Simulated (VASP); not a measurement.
# GaN (Fm-3m) in VASP: notebook

Runs on GaN. Level: PBEsol. Tasks: single point.

Program: VASP 6.6.1. These are calculated values, not measurements. Logs are shortened: lines on timing, memory, paths and dates and some standing lists are left out, and cuts for length are marked.

**1. The cell of the first run**

It takes space group Fm-3m (No. 225, cubic). Conventional cell: a = 4.183 Å, b = 4.183 Å, c = 4.183 Å, α = 90.00°, β = 90.00°, γ = 90.00°. Within 2.8 Å of Ga (site symmetry m-3m) lie 6 N at 2.09 Å. N (site symmetry m-3m) has 6 Ga at 2.09 Å within 2.8 Å.

**2. Single point, PBEsol**

Input file INCAR:

```
SYSTEM = GaN
PREC = Accurate
ENCUT = 600
EDIFF = 1E-6
ISMEAR = 0
SIGMA = 0.01
LREAL = .FALSE.
LASPH = .TRUE.
NELM = 120
ALGO = Normal
ISIF = 2
LWAVE = .FALSE.
LCHARG = .FALSE.
GGA = PS
NBANDS = 16
GGA_COMPAT = .FALSE.
```

Input file KPOINTS:

```
regular mesh
0
G
  8 8 8
  0 0 0
```

Input file POSCAR:

```
GaN
1.0
    0.0000000000      2.0916514428      2.0916514428
    2.0916514428      0.0000000000      2.0916514428
    2.0916514428      2.0916514428      0.0000000000
Ga N
1 1
Direct
    0.0000000000      0.0000000000      0.0000000000
    0.5000000000      0.5000000000      0.5000000000
```

Potentials or basis: VASP PAW PBE potentials, release 64 (Ga_d, N).

Command:

```bash
$ cat potpaw_PBE.64/Ga_d/POTCAR potpaw_PBE.64/N/POTCAR > POTCAR
$ mpirun -np 1 vasp_std > vasp.out
```

OUTCAR:

```text
SYSTEM = GaN
   PREC = Accurate
   ENCUT = 600
   EDIFF = 1E-6
   ISMEAR = 0
   LREAL = .FALSE.
   LASPH = .TRUE.
   NELM = 120
   ISIF = 2
   GGA = PS

 ion  position               nearest neighbor table
   1  0.000  0.000  0.000-   2 2.09   2 2.09   2 2.09   2 2.09   2 2.09   2 2.09
   2  0.500  0.500  0.500-   1 2.09   1 2.09   1 2.09   1 2.09   1 2.09   1 2.09

  LATTYP: Found a face centered cubic cell.
 ALAT       =     4.1833028856

  Lattice vectors:

 A1 = (   0.0000000000,   2.0916514428,   2.0916514428)
 A2 = (   2.0916514428,   0.0000000000,   2.0916514428)
 A3 = (   2.0916514428,   2.0916514428,   0.0000000000)

Analysis of symmetry for initial positions (statically):
=====================================================================
 Subroutine PRICEL returns:
 Original cell was already a primitive cell.

 Routine SETGRP: Setting up the symmetry group for a
 face centered cubic supercell.

 Subroutine GETGRP returns: Found 48 space group operations
 (whereof 48 operations were pure point group operations)
 out of a pool of 48 trial point group operations.

The static configuration has the point symmetry O_h .

Analysis of symmetry for dynamics (positions and initial velocities):
=====================================================================
 Subroutine PRICEL returns:
 Original cell was already a primitive cell.

 Routine SETGRP: Setting up the symmetry group for a
 face centered cubic supercell.

 Subroutine GETGRP returns: Found 48 space group operations
 (whereof 48 operations were pure point group operations)
 out of a pool of 48 trial point group operations.

The dynamic configuration has the point symmetry O_h .

 Subroutine INISYM returns: Found 48 space group operations
 (whereof 48 operations are pure point group operations),
 and found     1 'primitive' translations

----------------------------------------------------------------------------------------

                                     Primitive cell

  volume of cell :      18.3020

  direct lattice vectors                    reciprocal lattice vectors
     0.000000000  2.091651443  2.091651443    -0.239045565  0.239045565  0.239045565
     2.091651443  0.000000000  2.091651443     0.239045565 -0.239045565  0.239045565
     2.091651443  2.091651443  0.000000000     0.239045565  0.239045565 -0.239045565

  length of vectors
     2.958041838  2.958041838  2.958041838     0.414039063  0.414039063  0.414039063

  position of ions in fractional coordinates (direct lattice)
     0.000000000  0.000000000  0.000000000
     0.500000000  0.500000000  0.500000000

  ion indices of the primitive-cell ions
   primitive index   ion index
                 1           1
                 2           2

----------------------------------------------------------------------------------------

 KPOINTS: regular mesh

Automatic generation of k-mesh.
 Grid dimensions read from file:
 generate k-points for:    8    8    8

 Generating k-lattice:

  Cartesian coordinates                     Fractional coordinates (reciprocal lattice)
    -0.029880696  0.029880696  0.029880696     0.125000000  0.000000000  0.000000000
     0.029880696 -0.029880696  0.029880696     0.000000000  0.125000000  0.000000000
     0.029880696  0.029880696 -0.029880696     0.000000000  0.000000000  0.125000000

  Length of vectors
     0.051754883  0.051754883  0.051754883

  Shift w.r.t. Gamma in fractional coordinates (k-lattice)
     0.000000000  0.000000000  0.000000000

 Subroutine IBZKPT returns following result:
 ===========================================

 Found     29 irreducible k-points:

 Following reciprocal coordinates:
            Coordinates               Weight
  0.000000  0.000000  0.000000      1.000000
  0.125000  0.000000  0.000000      8.000000
  0.250000  0.000000  0.000000      8.000000
  0.375000  0.000000  0.000000      8.000000
  0.500000  0.000000  0.000000      4.000000
  0.125000  0.125000  0.000000      6.000000
[... 16 lines left out ...]
  0.500000  0.250000  0.125000     48.000000
 -0.375000  0.250000  0.125000     24.000000
 [... further k-points ...]
   k-points           NKPTS =     29   k-points in BZ     NKDIM =     29   number of bands    NBANDS=     16
   number of dos      NEDOS =    301   number of ions     NIONS =      2
   total plane-waves  NPLWV =  13824
   dimension x,y,z NGX =    24 NGY =   24 NGZ =   24
   dimension x,y,z NGXF=    48 NGYF=   48 NGZF=   48
   ions per type =               1   1
   NGX,Y,Z   is equivalent  to a cutoff of  13.49, 13.49, 13.49 a.u.
   NGXF,Y,Z  is equivalent  to a cutoff of  26.98, 26.98, 26.98 a.u.
 SYSTEM =  GaN
   PREC   = accura    normal or accurate (medium, high low for compatibility)
   ISTART =      0    job   : 0-new  1-cont  2-samecut
   ICHARG =      2    charge: 1-file 2-atom 10-const
   ISPIN  =      1    spin polarized calculation?
   LNONCOLLINEAR =      F non collinear calculations
   LSORBIT =      F    spin-orbit coupling
   LASPH  =      T    aspherical Exc in radial PAW
   ENCUT  =  600.0 eV  44.10 Ry    6.64 a.u.   5.91  5.91  5.91*2*pi/ulx,y,z
   NELM   =    120;   NELMIN=  2; NELMDL= -5     # of ELM steps
   EDIFF  = 0.1E-05   stopping-criterion for ELM
   LREAL  =      F    real-space projection
   EDIFFG = 0.1E-04   stopping-criterion for IOM
   NSW    =      0    number of steps for IOM
   IBRION =     -1    ionic relax: 0-MD 1-quasi-New 2-CG
   NFREE  =      0    steps in history (QN), initial steepest desc. (CG)
   ISIF   =      2    stress and relaxation
   ISYM   =      2    0-nonsym 1-usesym 2-fastsym
   POTIM  = 0.5000    time-step for ionic-motion
   TEBEG  =    0.0;   TEEND  =   0.0 temperature during run
   PSTRESS=    0.0 pullay stress
   NELECT =      18.0000    total number of electrons
   NUPDOWN=      -1.0000    fix difference up-down
   EMIN   =  10.00;   EMAX   =-10.00  energy-range for DOS
   EFERMI =   0.00;   METHOD = LEGACY
   ISMEAR =     0;   SIGMA  =   0.01  broadening in eV -4-tet -1-fermi 0-gaus
   EFERMI_NEDOS =   21; number of points for ismear=-14 and -15
   IALGO  =     38    algorithm
   IMIX   =      4    mixing-type and parameters
     AMIX     =   0.40;   BMIX     =  1.00
     AMIX_MAG =   1.60;   BMIX_MAG =  1.00
  volume/ion in A,a.u.               =       9.15        61.75
  Fermi-wavevector in a.u.,A,eV,Ry     =   1.628045  3.076559 36.062648  2.650530
  Thomas-Fermi vector in A             =   2.720740
   LORBIT       =      0    0 simple, 1 ext, 2 COOP (PROOUT), +10 PAW based schemes
   GGA     = PS    functional components
   LHFCALC =     F    Hartree Fock is set to
   AEXX    =    0.0000 exact exchange contribution
   IVDW    =     0    specifies the selected vdW correction
   LEPSILON=     F    determine dielectric tensor
   LRPA    =     F    only Hartree local field effects (RPA)
 non-spin polarized calculation
 Gauss-broadening in eV      SIGMA  =   0.01
  energy-cutoff  :      600.00
  volume of cell :       18.30
 maximum number of plane-waves:       620
   NGX = 11   NGY = 11   NGZ = 11

 number of electron      18.0000000 magnetization

 Free energy of the ion-electron system (eV)
  ---------------------------------------------------
  ext. energy  EPLUGINS =         0.00000000
  ---------------------------------------------------
  free energy    TOTEN  =       -12.24892367 eV

  energy without entropy =      -12.24892367  energy(sigma->0) =      -12.24892367

 E-fermi :   8.2321     XC(G=0): -13.4575

 val. band max:        8.1501909336   @ k =  -0.2500   0.1250   0.0000
 cond. band min:       8.8741876809   @ k =   0.5000   0.5000   0.0000
 fundamental gap:      0.7239967473
 Fermi energy:         8.2321417888

 k-point     1 :       0.0000    0.0000    0.0000
  band No.  band energies     occupation
      1      -9.4684      2.00000
      2      -5.7614      2.00000
      3      -5.7614      2.00000
      4      -5.7614      2.00000
      5      -5.6566      2.00000
      6      -5.6566      2.00000
[... 8 lines left out ...]
     15      24.3269      0.00000
     16      24.3269      0.00000

 k-point     2 :       0.1250    0.0000    0.0000
  band No.  band energies     occupation
      1      -9.1531      2.00000
      2      -5.7759      2.00000
      3      -5.7503      2.00000
      4      -5.7503      2.00000
      5      -5.6738      2.00000
      6      -5.6738      2.00000
[... 8 lines left out ...]
     15      24.4767      0.00000
     16      24.4767      0.00000

 k-point     3 :       0.2500    0.0000    0.0000
  band No.  band energies     occupation
      1      -8.2586      2.00000
      2      -5.8150      2.00000
      3      -5.8150      2.00000
      4      -5.8126      2.00000
      5      -5.6218      2.00000
      6      -5.6218      2.00000
[... 8 lines left out ...]
     15      26.1841      0.00000
     16      26.1841      0.00000

 k-point     4 :       0.3750    0.0000    0.0000
  band No.  band energies     occupation
      1      -7.0128      2.00000
      2      -5.9043      2.00000
      3      -5.9043      2.00000
      4      -5.8671      2.00000
      5      -5.5428      2.00000
      6      -5.5428      2.00000
[... 8 lines left out ...]
     15      28.9605      0.00000
     16      28.9605      0.00000
[... 324 lines left out ...]
 k-point    22 :       0.3750    0.2500    0.1250
  band No.  band energies     occupation
      1      -7.7742      2.00000
      2      -5.8402      2.00000
      3      -5.7937      2.00000
      4      -5.7186      2.00000
      5      -5.6230      2.00000
      6      -5.3883      2.00000
[... 8 lines left out ...]
     15      29.6662      0.00000
     16      30.0547      0.00000

 k-point    23 :       0.5000    0.2500    0.1250
  band No.  band energies     occupation
      1      -7.1957      2.00000
      2      -5.8711      2.00000
      3      -5.7996      2.00000
      4      -5.7270      2.00000
      5      -5.5402      2.00000
      6      -4.7979      2.00000
[... 8 lines left out ...]
     15      29.6590      0.00000
     16      31.1786      0.00000

 k-point    24 :      -0.3750    0.2500    0.1250
  band No.  band energies     occupation
      1      -7.0099      2.00000
      2      -5.9031      2.00000
      3      -5.8035      2.00000
      4      -5.7154      2.00000
      5      -5.5050      2.00000
      6      -4.2484      2.00000
[... 8 lines left out ...]
     15      27.3590      0.00000
     16      32.0598      0.00000

 [... further k-points ...]
[... 5 lines left out ...]
  --------------------------------------------------------------------------------------
  -------------------------------------------------------------------------------------
  Total        0.7549367      0.7549367      0.7549367     -0.0000000     -0.0000000     -0.0000000
  in kB       66.0880861     66.0880861     66.0880861     -0.0000000     -0.0000000     -0.0000000
  external PRESSURE =      66.0880861 kB  Pullay stress =       0.0000000 kB

 VOLUME and BASIS-vectors are now :
 -----------------------------------------------------------------------------
  energy-cutoff  :      600.00
  volume of cell :       18.30
      direct lattice vectors                 reciprocal lattice vectors
     0.000000000  2.091651443  2.091651443    -0.239045565  0.239045565  0.239045565
     2.091651443  0.000000000  2.091651443     0.239045565 -0.239045565  0.239045565
     2.091651443  2.091651443  0.000000000     0.239045565  0.239045565 -0.239045565

 POSITION                                       TOTAL-FORCE (eV/Angst)
 -----------------------------------------------------------------------------------
      0.00000      0.00000      0.00000         0.000000      0.000000     -0.000000
      2.09165      2.09165      2.09165         0.000000      0.000000      0.000000
 -----------------------------------------------------------------------------------
    total drift:                                0.000000     -0.000000     -0.000000

  FREE ENERGIE OF THE ION-ELECTRON SYSTEM (eV)
  ---------------------------------------------------
  free  energy   TOTEN  =       -12.2489236679 eV

  energy  without entropy=      -12.2489236679  energy(sigma->0) =      -12.24892367
```

It took 9 s on 1 thread of Intel Xeon Platinum 8488C (Sapphire Rapids), shared host; peak memory 0.14 GiB.

What came out:

```yaml
Free_energy: -12.2489 eV
Pressure: 6.6 GPa
Band_gap_on_the_k_mesh: 0.72 eV, indirect (least direct gap 3.15 eV)
```

Caveat: the PAW data sets were made with another functional, which shifts forces and pressure a little.

[end of part 1 of 3]
